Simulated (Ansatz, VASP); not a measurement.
## N: VASP beside Ansatz

The input INCAR:

```
PREC = Accurate ; ENCUT = 520
EDIFF = 1E-6 ; ISMEAR = 0
SIGMA = 0.1 ; LREAL = False
LASPH = True ; NELM = 120
ALGO = Normal ; ISIF = 2
LWAVE = False ; LCHARG = True
LDIPOL = True ; IDIPOL = 3
DIPOL = 0.5 0.5 0.680 ; GGA = PE
IVDW = 12 ; LELF = True
LVHAR = True ; LVACPOTAV = True
NBANDS = 12 ; GGA_COMPAT = False
NELMDL = -8
```

The input KPOINTS:

```
Automatic mesh
0
Gamma
  3 3 1
```

The input POSCAR:

```
N
1.0
    6.4475937667      0.0000000000      0.0000000000
    0.0000000000      6.4475937667      0.0000000000
    0.0000000000      0.0000000000     22.5591372748
N
2
Direct
    0.7493631477      0.2505843652      0.7047498422
    0.7496717551      0.2502827965      0.6551165495
```

Input for Ansatz:

```yaml
crystal:
  lattice:
    - [6.4475937667, 0.0, 0.0]
    - [0.0, 6.4475937667, 0.0]
    - [0.0, 0.0, 22.5591372748]
  atoms:
    - { symbol: "N", position: [0.7493631477, 0.2505843652, 0.7047498422] }
    - { symbol: "N", position: [0.7496717551, 0.2502827965, 0.6551165495] }
basis:
  ecutwfc: 420
kpoints:
  mp_grid: { grid: [3, 3, 1] }
hamiltonian:
  xc: pbe
  dispersion: d3bj
scf:
  occupations: { method: gaussian, width: 0.1 }
output:
  forces: true
  eigenvalues: true
  write_density: true
  volumetric_format: npy
efield:
  axis: 3
  dipole_correction: true
  ramp_width: 0.04
```

Alike in both runs: task single point; functional PBE; dispersion D3(BJ); k mesh 3 × 3 × 1; occupations gaussian, width 0.1 eV; no spin polarisation.

|  | VASP | Ansatz |
| --- | --- | --- |
| version | VASP 6.6.1 | Ansatz 0.2.0 |
| potentials or method | VASP PAW PBE potentials, release 64 (N), cutoff 520 eV | scalar-relativistic, plane waves, PAW |
| valence electrons in the cell | 10 | 10 |

|  | VASP | Ansatz | Ansatz less VASP |
| --- | --- | --- | --- |
| gap on the k mesh at the Fermi level (eV) | 7.98 | 8.01 | +0.039 |
| rms of the force components (eV/Å) | 0.552 | 1.335 | +0.7832 |

Atom by atom the forces differ by 0.783 eV/Å (rms over components). One of these differences is far larger than is usual between the two programs; its cause wasn't traced. Ansatz's warnings: structure snapped to symmetry.

Noted on VASP's run: the standard files for N, O and F lose accuracy on very short bonds.
